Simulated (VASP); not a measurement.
**HgF3: relaxation of cell and atoms with PBEsol**

HgF3:

```
CELL_PARAMETERS angstrom
3.61000 0.00000 0.00000
0.00000 3.61000 0.00000
0.00000 0.00000 3.61000
ATOMIC_POSITIONS crystal
Hg 0.00000 0.00000 0.00000
F 0.00000 0.50000 0.50000
F 0.50000 0.00000 0.50000
F 0.50000 0.50000 0.00000
```

```yaml
Program: VASP 6.6.1
Task: relaxation of cell and atoms
Functional: PBEsol
Potentials_or_basis: VASP PAW PBE potentials, release 64 (Hg, F)
Cutoff: 600 eV
k_mesh: 7 × 7 × 7
Occupations: fermi-dirac, width 0.05 eV
Spin: no spin polarisation
Target_pressure: 20 GPa
Dipole_correction: no
Further_INCAR_settings: ALGO = Normal; EDIFF = 1e-06; IBRION = 2; EDIFFG = -0.03; NSW = 60; ISIF = 3
```

| Item | Value |
| --- | --- |
| Relaxed volume | 9.93 Å³/atom |
| Relaxed cell | a = 3.411 Å, b = 3.411 Å, c = 3.411 Å, α = 90.00°, β = 90.00°, γ = 90.00° |
| Space group after relaxing (to 0.05 Å) | Pm-3m (No. 221) |
| Energy change on relaxing (the enthalpy is what falls) | +76.6 meV/atom |
| Ionic steps | 3 |
| Pressure after relaxing | 19.9 GPa |

Step by step:
| step | energy change (eV) | largest force (eV/Å) | pressure (GPa) | volume (Å³) |
| --- | --- | --- | --- | --- |
| 1 | 0.0000 | 0.0000 | -2.80 | 47.05 |
| 2 | 0.8727 | 0.0000 | 39.02 | 36.54 |
| 3 | 0.3065 | 0.0000 | 19.86 | 39.70 |

Final structure:
```
Hg F
1.0
     3.41139    0.00000    0.00000
     0.00000    3.41139    0.00000
     0.00000    0.00000    3.41139
Hg F
1 3
Direct
  0.00000 0.00000 0.00000
  0.00000 0.50000 0.50000
  0.50000 0.00000 0.50000
  0.50000 0.50000 0.00000
```

Levels at points of the mesh, in eV from the Fermi level:
```csv
k point,band 14,band 15,band 16,band 17,band 18,band 19,band 20
"(0.00, 0.00, 0.00)",-1.70,-0.18,-0.18,-0.18,0.92,16.17,16.88
```

Wall time 57 s on 1 thread of Intel(R) Xeon(R) Platinum 8259CL CPU @ 2.50GHz (Skylake/Cascade Lake), on a shared host, peak memory 0.19 GiB.

Caveat: the cell is relaxed towards a set pressure, so the enthalpy falls and the energy may rise; the volume moved by over 15 % at a fixed basis, so the end points are rough; the PAW data sets were made with another functional, which shifts forces and pressure a little; spin-orbit coupling is left out, which moves the levels of the heavy elements; an odd number of electrons without spin polarisation forces a metal; a magnetic or distorted state may lie lower.
